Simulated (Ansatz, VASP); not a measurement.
# One calculation of Ti, two programs

```xyz
1
Lattice="-1.6043 1.6043 1.6043 1.6043 -1.6043 1.6043 1.6043 1.6043 -1.6043" Properties=species:S:1:pos:R:3 pbc="T T T"
Ti    0.0000    0.0000    0.0000
```

Alike in both runs: task single point; functional PBEsol; k mesh 18 × 18 × 18; occupations gaussian, width 0.1 eV; no spin polarisation.

|  | VASP | Ansatz |
| --- | --- | --- |
| version | VASP 6.6.1 | Ansatz 0.2.0 |
| potentials or method | VASP PAW PBE potentials, release 64 (Ti_sv), cutoff 520 eV | scalar-relativistic, plane waves, PAW |
| valence electrons in the cell | 12 | 12 |

|  | VASP | Ansatz | Ansatz less VASP |
| --- | --- | --- | --- |
| gap on the k mesh at the Fermi level (eV) | none | none | - |
| pressure (GPa) | -0.1 | 0.2 | +0.28 |

VASP's potentials were made for PBE, not for PBEsol. A gap of «none» marks a metal or a gap that the smearing closes.
